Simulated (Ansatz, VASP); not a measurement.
Two plane-wave programs on BaS

File POSCAR:

```
BaS
1.0
    0.0000000000      3.5194117709      3.5194117709
    3.5194117709      0.0000000000      3.5194117709
    3.5194117709      3.5194117709      0.0000000000
Ba S
1 1
Direct
    0.0000000000      0.0000000000      0.0000000000
    0.2500000000      0.2500000000      0.2500000000
```

The input INCAR.step1:

```
PREC     = Accurate       # precision mode
ENCUT    = 520            # plane-wave cutoff, eV
EDIFF    = 1E-5           # SCF threshold, eV
ISMEAR   = 0              # smearing method
SIGMA    = 0.01           # smearing width, eV
LREAL    = F              # projectors in reciprocal space
LASPH    = T              # aspherical terms in the spheres
NELM     = 100            # most SCF steps
ALGO     = Normal         # electronic algorithm
ISIF     = 2              # what is computed and relaxed
LWAVE    = T              # write WAVECAR
LCHARG   = F              # write CHGCAR
GGA      = PE             # functional
NBANDS   = 15             # bands
```

The input INCAR.step2:

```
PREC     = Accurate       # precision mode
ENCUT    = 520            # plane-wave cutoff, eV
EDIFF    = 1E-6           # SCF threshold, eV
ISMEAR   = 0              # smearing method
SIGMA    = 0.01           # smearing width, eV
LREAL    = F              # projectors in reciprocal space
LASPH    = T              # aspherical terms in the spheres
NELM     = 100            # most SCF steps
ALGO     = Normal         # electronic algorithm
ISIF     = 2              # what is computed and relaxed
LWAVE    = F              # write WAVECAR
LCHARG   = F              # write CHGCAR
GGA      = PE             # functional
LHFCALC  = T              # exact exchange
AEXX     = 0.15           # exact-exchange fraction
HFSCREEN = 0.3            # screening, 1/A
PRECFOCK = Normal       
ISTART   = 1            
NBANDS   = 15             # bands
```

Contents of KPOINTS:

```
regular mesh
0
Gamma
  4 4 4
```

Input for Ansatz:

```yaml
crystal:
  lattice:
    - [0.0, 3.5194117709, 3.5194117709]
    - [3.5194117709, 0.0, 3.5194117709]
    - [3.5194117709, 3.5194117709, 0.0]
  atoms:
    - { symbol: Ba, position: [0.0, 0.0, 0.0] }
    - { symbol: S, position: [0.25, 0.25, 0.25] }
kpoints:
  mp_grid: { grid: [4, 4, 4] }
hamiltonian:
  xc: { exchange: pbe, correlation: pbe, exx: { coeff: 0.15, omega: 0.3 } }
scf:
  occupations: { method: fixed }
  n_extra_bands: 4
output:
  forces: true
  stress: true
  eigenvalues: true
```

Alike in both runs: task single point; functional PBE-based screened hybrid; k mesh 4 × 4 × 4; no spin polarisation.

|  | VASP | Ansatz |
| --- | --- | --- |
| version | VASP 6.6.1 | Ansatz 0.2.0 |
| potentials or method | VASP PAW PBE potentials, release 64 (Ba_sv, S) | plane waves |
| plane-wave cutoff (eV) | 520 | 420 |
| occupations | gaussian, width 0.01 eV | fixed |
| valence electrons in the cell | 16 | 16 |

VASP gave:

| Item | Value |
| --- | --- |
| gap on the k mesh at the Fermi level (eV) | 3.17 |
| pressure (GPa) | 0.2 |

**Question.** Which values does Ansatz return?

**Answer.** gap on the k mesh at the Fermi level (eV): 3.16; pressure (GPa): -0.1.

VASP's potentials were made for PBE, not for PBE-based screened hybrid. Ansatz's warnings: stress exchange threshold loose, stress scf threshold loose.

Neither program's run includes spin-orbit coupling.
